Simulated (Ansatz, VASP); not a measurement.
# Two plane-wave programs on Ag2BrCl

POSCAR

```
Ag2BrCl
1.0
    2.0470571111      1.1818689741      6.6451771895
   -2.0470571111      1.1818689741      6.6451771895
    0.0000000000     -2.3637379482      6.6451771895
Cl Br Ag
1 1 2
Direct
    1.0000000000      0.0000000000      0.0000000000
    0.5000000000      0.5000000000      0.5000000000
    0.2536132635      0.2536132635      0.2536132635
    0.7463867365      0.7463867365      0.7463867365
```

Contents of INCAR.step1:

```
PREC = Accurate
ENCUT = 520
ISMEAR = 0
SIGMA = 0.01
LREAL = False
LASPH = True
NELM = 80
NBANDS = 26
GGA = PE
ALGO = Normal
EDIFF = 1E-4
LWAVE = True
LCHARG = False
```

File INCAR.step2:

```
PREC = Accurate
ENCUT = 520
EDIFF = 1E-6
ISMEAR = 0
SIGMA = 0.01
LREAL = False
LASPH = True
NELM = 80
ALGO = Normal
ISIF = 2
LWAVE = False
LCHARG = True
METAGGA = R2SCAN
LMIXTAU = True
LELF = True
LVHAR = True
NBANDS = 26
ISTART = 1
```

File KPOINTS:

```
Automatic mesh
0
Gamma
  6 6 6
```

Input for Ansatz:

```yaml
crystal:
  lattice:
    - [2.0470571111, 1.1818689741, 6.6451771895]
    - [-2.0470571111, 1.1818689741, 6.6451771895]
    - [0.0, -2.3637379482, 6.6451771895]
  atoms:
    - { symbol: Cl, position: [1.0, 0.0, 0.0] }
    - { symbol: Br, position: [0.5, 0.5, 0.5] }
    - { symbol: Ag, position: [0.2536132635, 0.2536132635, 0.2536132635] }
    - { symbol: Ag, position: [0.7463867365, 0.7463867365, 0.7463867365] }
kpoints:
  mp_grid: { grid: [6, 6, 6] }
hamiltonian:
  xc: r2scan
scf:
  occupations: { method: fixed }
  n_extra_bands: 5
output:
  forces: true
  stress: true
  eigenvalues: true
```

Alike in both runs: task single point; functional r2SCAN; k mesh 6 × 6 × 6; no spin polarisation.

|  | VASP | Ansatz |
| --- | --- | --- |
| version | VASP 6.6.1 | Ansatz 0.2.0 |
| potentials or method | VASP PAW PBE potentials, release 64 (Cl, Br, Ag) | plane waves, PAW |
| plane-wave cutoff (eV) | 520 | 500 |
| occupations | gaussian, width 0.01 eV | fixed |
| valence electrons in the cell | 36 | 52 |

```tsv
	VASP	Ansatz	Ansatz less VASP
gap on the k mesh at the Fermi level (eV)	1.29	1.34	+0.048
pressure (GPa)	-2.5	-2.4	+0.06
rms of the force components (eV/Å)	0.006	0.006	-0.0006
```

VASP's potentials were made for PBE, not for r2SCAN. Atom by atom the forces differ by 0.001 eV/Å (rms over components). VASP's potentials hold 36 valence electrons a cell and Ansatz's 52, so a difference there can come from the potentials and not from the codes.
